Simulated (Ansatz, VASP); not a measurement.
**One calculation of GaP, two programs**

The input INCAR:

```
  PREC = Accurate
  ENCUT = 500
  EDIFF = 1E-6
  ISMEAR = 0
  SIGMA = 0.02
  LREAL = False
  LASPH = True
  NELM = 120
  ALGO = Normal
  ISIF = 2
  LWAVE = False
  LCHARG = True
  GGA = CA
  LELF = True
  LVHAR = True
  NBANDS = 16
  GGA_COMPAT = False
```

File KPOINTS:

```
Automatic mesh
0
Gamma
  8 8 8
```

File POSCAR:

```
GaP
1.0
    0.0000000000      2.6122829161      2.6122829161
    2.6122829161      0.0000000000      2.6122829161
    2.6122829161      2.6122829161      0.0000000000
Ga P
1 1
Direct
    0.0000000000      0.0000000000      0.0000000000
    0.7500000000      0.7500000000      0.7500000000
```

Input for Ansatz:

```yaml
crystal:
  lattice:
    - [0.0, 2.6122829161, 2.6122829161]
    - [2.6122829161, 0.0, 2.6122829161]
    - [2.6122829161, 2.6122829161, 0.0]
  atoms:
    - { symbol: Ga, position: [0.0, 0.0, 0.0] }
    - { symbol: P, position: [0.75, 0.75, 0.75] }
basis:
  ecutwfc: 420
kpoints:
  mp_grid: { grid: [8, 8, 8] }
hamiltonian:
  xc: lda
  pseudopotentials: { kind: paw, azcp: { folder: soft_1 } }
scf:
  occupations: { method: gaussian, width: 0.02 }
output:
  forces: true
  stress: true
  eigenvalues: true
```

Alike in both runs: task single point; functional LDA; k mesh 8 × 8 × 8; occupations gaussian, width 0.02 eV; no spin polarisation.

|  | VASP | Ansatz |
| --- | --- | --- |
| version | VASP 6.6.1 | Ansatz 0.2.0 |
| potentials or method | VASP PAW LDA potentials, release 64 (Ga_d, P), cutoff 500 eV | scalar-relativistic, plane waves, PAW |
| valence electrons in the cell | 18 | 18 |

```tsv
	VASP	Ansatz	Ansatz less VASP
gap on the k mesh at the Fermi level (eV)	1.22	1.22	+0.001
least direct gap on the mesh (eV)	2.71	2.68	-0.031
pressure (GPa)	10.6	10.5	-0.08
```

Ansatz warns that its potentials were made for another functional, while VASP's fit it. LDA's correlation is that of Perdew and Zunger in VASP and of Perdew and Wang (1992) in Ansatz.
